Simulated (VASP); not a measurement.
Here is a VASP 6.6.1 calculation.

The input INCAR:

```
SYSTEM = Si16O
PREC     = Accurate       ! precision mode
ENCUT    = 520            ! plane-wave cutoff, eV
EDIFF    = 1E-6           ! SCF threshold, eV
ISMEAR   = 0              ! smearing method
SIGMA    = 0.05           ! smearing width, eV
LREAL    = Auto         
LASPH    = .TRUE.         ! aspherical terms in the spheres
NELM     = 150            ! most SCF steps
ALGO     = Normal         ! electronic algorithm
ISIF     = 2              ! what is computed and relaxed
LWAVE    = .FALSE.        ! write WAVECAR
LCHARG   = .TRUE.         ! write CHGCAR
ISPIN    = 2              ! spin polarisation
MAGMOM   = 0 0 0 0 0 0 0 0 0 0 0 0 0 0 0 0 0 ! initial moments
LORBIT   = 11             ! projections on sites
GGA      = PE             ! functional
LELF     = .TRUE.         ! ELF
LVHAR    = .TRUE.       
NBANDS   = 53             ! bands
```

The input KPOINTS:

```
regular mesh
0
G
  2 2 2
  0 0 0
```

The input POSCAR:

```
Si16O
1.0
    0.0000000000      5.4300000000      5.4300000000
    5.4300000000      0.0000000000      5.4300000000
    5.4300000000      5.4300000000      0.0000000000
Si O
16 1
Direct
   -0.0009179558      0.0104374770     -0.0001417127
    0.1161709945      0.1857280847      0.0811859116
    0.0011449355      0.0450276243      0.4529200737
    0.1332453959      0.0997400552      0.6275293738
   -0.0143453039      0.5582613260     -0.0294338858
    0.1227504604      0.6347084715      0.1291992634
    0.0037396869      0.4694512891      0.5050262431
    0.1546692449      0.5756086556      0.6164952118
    0.4900602210      0.0092139963     -0.0000401473
    0.6245561694      0.1263394107      0.1229434622
    0.5085923573     -0.0171610497      0.4969634438
    0.6404306630      0.0952500000      0.6278420810
    0.4973475138      0.5008355433      0.0037668508
    0.6136488029      0.6334434622      0.1295349908
    0.5236718232      0.4651493554      0.5053082873
    0.6301590239      0.6075500000      0.6299139042
    0.1414547882      0.8093604972      0.4186540516
```

Potentials or basis: VASP PAW PBE potentials, release 64 (Si, O).

The run is started by

```sh
$ cat potpaw_PBE.64/Si/POTCAR potpaw_PBE.64/O/POTCAR > POTCAR
$ mpirun -np 1 vasp_std > vasp.out
```

**Question.** Estimate the band gap on the k mesh.

**Answer.** 0.49 eV.

**Question.** What does it give for the net moment?

**Answer.** 0.00 μB per cell.

Forces in eV/Å, atoms in the order of the input:
```
Si   0.002 -0.002  0.002
Si   0.001  0.000 -0.003
Si   0.044 -0.032  0.030
Si   0.008 -0.007  0.004
Si  -0.007  0.002 -0.005
Si   0.000  0.001  0.001
Si   0.009  0.000  0.007
Si  -0.027  0.036 -0.035
Si  -0.003  0.001  0.001
Si   0.003  0.000  0.000
Si  -0.003  0.002  0.000
Si  -0.002  0.001  0.003
Si   0.000  0.002 -0.002
Si   0.000 -0.001  0.000
Si  -0.002  0.000 -0.004
Si  -0.001 -0.002  0.000
O   -0.022  0.000  0.001
```

Caveat: the k points lie up to 0.50 Å⁻¹ apart.
